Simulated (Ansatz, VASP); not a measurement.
# Mo: VASP beside Ansatz

```
CELL_PARAMETERS angstrom
-1.56346 1.56346 1.56346
1.56346 -1.56346 1.56346
1.56346 1.56346 -1.56346
ATOMIC_POSITIONS crystal
Mo 0.00000 0.00000 0.00000
```

Alike in both runs: functional PBEsol; k mesh 10 × 10 × 10; occupations gaussian, width 0.1 eV; no spin polarisation.

Ansatz relaxed the structure, and its values are those at the end. VASP's run is a single point on that final structure, the one shown.

|  | VASP | Ansatz |
| --- | --- | --- |
| version | VASP 6.6.1 | Ansatz 0.2.0 |
| potentials or method | VASP PAW PBE potentials, release 64 (Mo_sv), cutoff 500 eV | scalar-relativistic, plane waves, PAW |
| valence electrons in the cell | 14 | 14 |

VASP gave:

```
gap on the k mesh at the Fermi level (eV) : none
pressure (GPa)                            : 0.7
```

Question: Estimate Ansatz's values.

Answer: gap on the k mesh at the Fermi level (eV): none; pressure (GPa): 0.1.

VASP's potentials were made for PBE, not for PBEsol. A gap of «none» marks a metal or a gap that the smearing closes.
